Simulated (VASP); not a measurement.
# Be (P6_3/mmc) in VASP: a series of runs

Runs on Be. Level: PBE. Tasks: single point.

Everything below comes from runs of VASP 6.6.1. Logs are shortened: lines on timing, memory, paths and dates and some standing lists are left out, and cuts for length are marked.

### Step 1. The cell of the first run

The structure is hexagonal, space group P6_3/mmc (No. 194). The conventional cell has a = 3.017 Å, b = 3.017 Å, c = 4.658 Å, α = 90.00°, β = 90.00°, γ = 120.00°. Be (site symmetry -6m2) has 12 Be at 2.91 to 3.02 Å within 3.8 Å.

### Step 2. Single point, PBE (Ca replaced by Be, lengths x 0.727, strained)

Input file INCAR:

```
SYSTEM = Be
PREC = Accurate
ENCUT = 600
EDIFF = 1E-6
ISMEAR = 0
SIGMA = 0.1
LREAL = .False.
LASPH = .True.
NELM = 120
ALGO = Normal
ISIF = 2
LWAVE = .False.
LCHARG = .False.
GGA = PE
NBANDS = 9
GGA_COMPAT = .False.
```

Input file KPOINTS:

```
Automatic mesh
0
Gamma
  9 9 4
  0 0 0
```

Input file POSCAR:

```
Be
1.0
    3.0172159275      0.0000000000      0.0000000000
   -1.5086079637      2.6129856419      0.0000000000
    0.0000000000      0.0000000000      4.6582673455
Be
2
Direct
    0.3333333333      0.6666666667      0.2500000000
    0.6666666667      0.3333333333      0.7500000000
```

Potentials or basis: VASP PAW PBE potentials, release 64 (Be).

Started as:

```
$ cat potpaw_PBE.64/Be/POTCAR > POTCAR
$ mpirun -np 1 vasp_std > vasp.out
```

OUTCAR:

```text
SYSTEM = Be
   PREC = Accurate
   ENCUT = 600
   EDIFF = 1E-6
   ISMEAR = 0
   LREAL = .False.
   LASPH = .True.
   NELM = 120
   ISIF = 2
   GGA = PE

 ion  position               nearest neighbor table
   1  0.333  0.667  0.250-
   2  0.667  0.333  0.750-

  LATTYP: Found a hexagonal cell.
 ALAT       =     3.0172159275
 C/A-ratio  =     1.5438959151

  Lattice vectors:

 A1 = (   3.0172159275,   0.0000000000,   0.0000000000)
 A2 = (  -1.5086079637,   2.6129856419,   0.0000000000)
 A3 = (   0.0000000000,   0.0000000000,   4.6582673455)

Analysis of symmetry for initial positions (statically):
=====================================================================
 Subroutine PRICEL returns:
 Original cell was already a primitive cell.

 Routine SETGRP: Setting up the symmetry group for a
 hexagonal supercell.

 Subroutine GETGRP returns: Found 24 space group operations
 (whereof 12 operations were pure point group operations)
 out of a pool of 24 trial point group operations.

The static configuration has the point symmetry D_3d.
 The point group associated with its full space group is D_6h.

Analysis of symmetry for dynamics (positions and initial velocities):
=====================================================================
 Subroutine PRICEL returns:
 Original cell was already a primitive cell.

 Routine SETGRP: Setting up the symmetry group for a
 hexagonal supercell.

 Subroutine GETGRP returns: Found 24 space group operations
 (whereof 12 operations were pure point group operations)
 out of a pool of 24 trial point group operations.

The dynamic configuration has the point symmetry D_3d.
 The point group associated with its full space group is D_6h.

 Subroutine INISYM returns: Found 24 space group operations
 (whereof 12 operations are pure point group operations),
 and found     1 'primitive' translations

----------------------------------------------------------------------------------------

                                     Primitive cell

  volume of cell :      36.7255

  direct lattice vectors                    reciprocal lattice vectors
     3.017215928  0.000000000  0.000000000     0.331431367  0.191351989  0.000000000
    -1.508607964  2.612985642  0.000000000     0.000000000  0.382703978  0.000000000
     0.000000000  0.000000000  4.658267345     0.000000000  0.000000000  0.214672093

  length of vectors
     3.017215928  3.017215927  4.658267345     0.382703978  0.382703978  0.214672093

  position of ions in fractional coordinates (direct lattice)
     0.333333333  0.666666667  0.250000000
     0.666666667  0.333333333  0.750000000

  ion indices of the primitive-cell ions
   primitive index   ion index
                 1           1
                 2           2

----------------------------------------------------------------------------------------

 KPOINTS: Automatic mesh

Automatic generation of k-mesh.
 Grid dimensions read from file:
 generate k-points for:    9    9    4

 Generating k-lattice:

  Cartesian coordinates                     Fractional coordinates (reciprocal lattice)
     0.036825707  0.021261332  0.000000000     0.111111111 -0.000000000  0.000000000
     0.000000000  0.042522664  0.000000000     0.000000000  0.111111111  0.000000000
     0.000000000  0.000000000  0.053668023     0.000000000  0.000000000  0.250000000

  Length of vectors
     0.042522664  0.042522664  0.053668023

  Shift w.r.t. Gamma in fractional coordinates (k-lattice)
     0.000000000  0.000000000  0.000000000

 Subroutine IBZKPT returns following result:
 ===========================================

 Found     36 irreducible k-points:

 Following reciprocal coordinates:
            Coordinates               Weight
  0.000000  0.000000  0.000000      1.000000
  0.111111 -0.000000  0.000000      6.000000
  0.222222 -0.000000  0.000000      6.000000
  0.333333 -0.000000  0.000000      6.000000
  0.444444 -0.000000  0.000000      6.000000
  0.111111  0.111111  0.000000      6.000000
[... 16 lines left out ...]
  0.333333  0.222222  0.250000     24.000000
  0.333333  0.333333  0.250000      4.000000
 [... further k-points ...]
   k-points           NKPTS =     36   k-points in BZ     NKDIM =     36   number of bands    NBANDS=      9
   number of dos      NEDOS =    301   number of ions     NIONS =      2
   total plane-waves  NPLWV =  23040
   dimension x,y,z NGX =    24 NGY =   24 NGZ =   40
   dimension x,y,z NGXF=    48 NGYF=   48 NGZF=   80
   ions per type =               2
   NGX,Y,Z   is equivalent  to a cutoff of  13.22, 13.22, 14.28 a.u.
   NGXF,Y,Z  is equivalent  to a cutoff of  26.45, 26.45, 28.55 a.u.
 SYSTEM =  Be
   PREC   = accura    normal or accurate (medium, high low for compatibility)
   ISTART =      0    job   : 0-new  1-cont  2-samecut
   ICHARG =      2    charge: 1-file 2-atom 10-const
   ISPIN  =      1    spin polarized calculation?
   LNONCOLLINEAR =      F non collinear calculations
   LSORBIT =      F    spin-orbit coupling
   LASPH  =      T    aspherical Exc in radial PAW
   ENCUT  =  600.0 eV  44.10 Ry    6.64 a.u.   6.03  6.03  9.30*2*pi/ulx,y,z
   NELM   =    120;   NELMIN=  2; NELMDL= -5     # of ELM steps
   EDIFF  = 0.1E-05   stopping-criterion for ELM
   LREAL  =      F    real-space projection
   EDIFFG = 0.1E-04   stopping-criterion for IOM
   NSW    =      0    number of steps for IOM
   IBRION =     -1    ionic relax: 0-MD 1-quasi-New 2-CG
   NFREE  =      0    steps in history (QN), initial steepest desc. (CG)
   ISIF   =      2    stress and relaxation
   ISYM   =      2    0-nonsym 1-usesym 2-fastsym
   POTIM  = 0.5000    time-step for ionic-motion
   TEBEG  =    0.0;   TEEND  =   0.0 temperature during run
   PSTRESS=    0.0 pullay stress
   NELECT =       4.0000    total number of electrons
   NUPDOWN=      -1.0000    fix difference up-down
   EMIN   =  10.00;   EMAX   =-10.00  energy-range for DOS
   EFERMI =   0.00;   METHOD = LEGACY
   ISMEAR =     0;   SIGMA  =   0.10  broadening in eV -4-tet -1-fermi 0-gaus
   EFERMI_NEDOS =   21; number of points for ismear=-14 and -15
   IALGO  =     38    algorithm
   IMIX   =      4    mixing-type and parameters
     AMIX     =   0.40;   BMIX     =  1.00
     AMIX_MAG =   1.60;   BMIX_MAG =  1.00
  volume/ion in A,a.u.               =      18.36       123.92
  Fermi-wavevector in a.u.,A,eV,Ry     =   0.781818  1.477421  8.316412  0.611239
  Thomas-Fermi vector in A             =   1.885414
   LORBIT       =      0    0 simple, 1 ext, 2 COOP (PROOUT), +10 PAW based schemes
   GGA     = PE    functional components
   LHFCALC =     F    Hartree Fock is set to
   AEXX    =    0.0000 exact exchange contribution
   IVDW    =     0    specifies the selected vdW correction
   LEPSILON=     F    determine dielectric tensor
   LRPA    =     F    only Hartree local field effects (RPA)
 non-spin polarized calculation
 Gauss-broadening in eV      SIGMA  =   0.10
  energy-cutoff  :      600.00
  volume of cell :       36.73
 maximum number of plane-waves:      1248
   NGX = 13   NGY = 13   NGZ = 19

 number of electron       4.0000000 magnetization

 Free energy of the ion-electron system (eV)
  ---------------------------------------------------
  ext. energy  EPLUGINS =         0.00000000
  ---------------------------------------------------
  free energy    TOTEN  =        -4.61028819 eV

  energy without entropy =       -4.60525560  energy(sigma->0) =       -4.60777189

 E-fermi :   1.5678     XC(G=0):  -8.1369

 val. band max:        1.5297483932   @ k =   0.3333   0.1111   0.0000
 cond. band min:       1.5942028477   @ k =   0.4444   0.1111   0.5000
 fundamental gap:      0.0644544546
 Fermi energy:         1.5677979899

 k-point     1 :       0.0000    0.0000    0.0000
  band No.  band energies     occupation
      1      -5.4551      2.00000
      2      -0.2462      2.00000
      3       1.2465      1.99999
      4       9.5814      0.00000
      5       9.5814      0.00000
      6      11.1136      0.00000
      7      11.1136      0.00000
      8      12.1644      0.00000
      9      17.2729      0.00000

 k-point     2 :       0.1111   -0.0000    0.0000
  band No.  band energies     occupation
      1      -5.2225      2.00000
      2       0.0053      2.00000
      3       1.4277      1.95243
      4       8.2684      0.00000
      5       8.9114      0.00000
      6      10.8042      0.00000
      7      11.2412      0.00000
      8      11.8285      0.00000
      9      15.6548      0.00000

 k-point     3 :       0.2222   -0.0000    0.0000
  band No.  band energies     occupation
      1      -4.5257      2.00000
      2       0.7530      2.00000
      3       1.9465      0.00000
      4       5.6965      0.00000
      5       7.8564      0.00000
      6       9.7779      0.00000
      7      10.6202      0.00000
      8      11.0043      0.00000
      9      13.4821      0.00000

 k-point     4 :       0.3333   -0.0000    0.0000
  band No.  band energies     occupation
      1      -3.3683      2.00000
      2       1.9650      0.00000
      3       2.2467      0.00000
      4       3.6062      0.00000
      5       7.0309      0.00000
      6       8.1480      0.00000
      7       8.5484      0.00000
      8      10.5606      0.00000
      9      12.1504      0.00000
[... 205 lines left out ...]
 k-point    22 :       0.2222    0.2222    0.2500
  band No.  band energies     occupation
      1      -2.3148      2.00000
      2       0.5024      2.00000
      3       3.8212      0.00000
      4       3.9599      0.00000
      5       5.6736      0.00000
      6       6.4245      0.00000
      7       7.6283      0.00000
      8      10.0844      0.00000
      9      13.9816      0.00000

 k-point    23 :       0.3333    0.2222    0.2500
  band No.  band energies     occupation
      1      -0.7270      2.00000
      2       1.0915      2.00000
      3       2.3731      0.00000
      4       3.4658      0.00000
      5       4.3259      0.00000
      6       5.9941      0.00000
      7       7.9469      0.00000
      8       9.2838      0.00000
      9      13.0116      0.00000

 k-point    24 :       0.3333    0.3333    0.2500
  band No.  band energies     occupation
      1       0.9589      2.00000
      2       0.9589      2.00000
      3       1.2218      2.00000
      4       4.0592      0.00000
      5       4.0592      0.00000
      6       4.2483      0.00000
      7       8.7419      0.00000
      8       8.7419      0.00000
      9      12.2752      0.00000

 [... further k-points ...]

------------------------ aborting loop because EDIFF is reached ----------------------------------------

  FORCE on cell =-STRESS in cart. coord.  units (eV):
  Direction    XX          YY          ZZ          XY          YZ          ZX
  --------------------------------------------------------------------------------------
  -------------------------------------------------------------------------------------
  Total       -5.2562229     -5.2562229     -5.8341532     -0.0000000     -0.0000000      0.0000000
  in kB     -229.3065858   -229.3065858   -254.5192212     -0.0000000     -0.0000000      0.0000000
  external PRESSURE =    -237.7107976 kB  Pullay stress =       0.0000000 kB

 VOLUME and BASIS-vectors are now :
 -----------------------------------------------------------------------------
  energy-cutoff  :      600.00
  volume of cell :       36.73
      direct lattice vectors                 reciprocal lattice vectors
     3.017215928  0.000000000  0.000000000     0.331431367  0.191351989  0.000000000
    -1.508607964  2.612985642  0.000000000     0.000000000  0.382703978  0.000000000
     0.000000000  0.000000000  4.658267345     0.000000000  0.000000000  0.214672093

 POSITION                                       TOTAL-FORCE (eV/Angst)
 -----------------------------------------------------------------------------------
     -0.00000      1.74199      1.16457         0.000000     -0.000000      0.000000
      1.50861      0.87100      3.49370        -0.000000      0.000000      0.000000
 -----------------------------------------------------------------------------------
    total drift:                               -0.000000      0.000000      0.000000

  FREE ENERGIE OF THE ION-ELECTRON SYSTEM (eV)
  ---------------------------------------------------
  free  energy   TOTEN  =        -4.6102881932 eV

  energy  without entropy=       -4.6052555962  energy(sigma->0) =       -4.60777189
```

It took 12 s on 1 thread of Intel Xeon 8259CL, shared host; peak memory 0.15 GiB.

What came out:

```yaml
Free_energy: -4.6103 eV
Pressure: -23.8 GPa
Band_gap_on_the_k_mesh: zero (bands 2 and 3 overlap by 1.86 eV)
```

Caveat: the cell differs from its parent crystal (Ca replaced by Be, lengths x 0.727, strained); the cell stands under tension.

### Step 3. Single point, PBE (Ca replaced by Be, lengths x 0.727, strained)

Input file INCAR:

```
SYSTEM = Be
ALGO = Normal
EDIFF = 1E-6
ENCUT = 600
GGA = PE
GGA_COMPAT = .False.
ISIF = 2
ISMEAR = 0
LASPH = .True.
LCHARG = .False.
LREAL = .False.
LWAVE = .False.
NBANDS = 9
NELM = 120
PREC = Accurate
SIGMA = 0.1
```

Input file KPOINTS:

```
k-points
0
Gamma
  18 18 10
  0 0 0
```

POSCAR is that of step 2.

Potentials or basis: VASP PAW PBE potentials, release 64 (Be).

Started as:

```
$ cat potpaw_PBE.64/Be/POTCAR > POTCAR
$ mpirun -np 1 vasp_std > vasp.out
```

Run time: 69 s. Hardware: 1 thread of Intel Xeon 8259CL, shared host; peak memory 0.21 GiB.

The run converged. Its results:

```
Free energy            : -4.6211 eV
Pressure               : -23.6 GPa
Band gap on the k mesh : zero (bands 2 and 3 overlap by 1.86 eV)
```

Stress tensor (GPa, compression positive):
```
-23.12   0.00   0.00
  0.00 -23.12   0.00
  0.00   0.00 -24.59
```

Levels at points of the mesh, in eV from the Fermi level:
| k point | band 1 | band 2 | band 3 | band 4 | band 5 | band 6 |
| --- | --- | --- | --- | --- | --- | --- |
| (0.00, 0.00, 0.00) | -7.17 | -1.96 | -0.47 | 7.87 | 7.87 | 9.40 |
| (0.50, 0.00, 0.00) | -2.59 | -2.44 | 2.17 | 3.01 | 4.19 | 4.25 |
| (0.00, 0.00, 0.50) | -5.70 | -5.70 | 5.75 | 5.75 | 8.67 | 8.67 |
| (0.50, 0.00, 0.50) | -1.67 | -1.67 | -0.26 | -0.26 | 6.20 | 6.20 |

Caveat: the cell differs from its parent crystal (Ca replaced by Be, lengths x 0.727, strained); the cell stands under tension.
